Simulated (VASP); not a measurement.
Al3Au: single point with LDA

Al3Au:

```xyz
4
Lattice="-2.0520 2.0520 4.1100 2.0520 -2.0520 4.1100 2.0520 2.0520 -4.1100" Properties=species:S:1:pos:R:3 pbc="T T T"
Au    0.0000    0.0000    0.0000
Al    0.0000    0.0000    4.1100
Al    2.0520    0.0000    2.0550
Al    0.0000    2.0520    2.0550
```

| Item | Value |
| --- | --- |
| Program | VASP 6.6.1 |
| Task | single point |
| Functional | LDA |
| Potentials or basis | VASP PAW LDA potentials, release 64 (Au, Al) |
| Cutoff | 520 eV |
| k mesh | 9 × 9 × 9 |
| Occupations | fermi-dirac, width 0.05 eV |
| Spin | no spin polarisation |

```
Pressure               : -7.8 GPa
Band gap on the k mesh : zero (bands 10 and 11 overlap by 3.23 eV)
```

Stress tensor (GPa, compression positive):
```
-7.67  0.00  0.00
 0.00 -7.67  0.00
 0.00  0.00 -8.07
```

Levels at points of the mesh, in eV from the Fermi level:
```csv
k point,band 8,band 9,band 10,band 11,band 12,band 13
"(0.00, 0.00, 0.00)",0.11,0.11,0.26,0.46,0.81,0.81
```

It took 2.9 min on 1 thread of Intel Xeon 8259CL, on a shared host, peak memory 0.25 GiB.

Caveat: the cell stands under tension; spin-orbit coupling is left out, which moves the levels of the heavy elements.
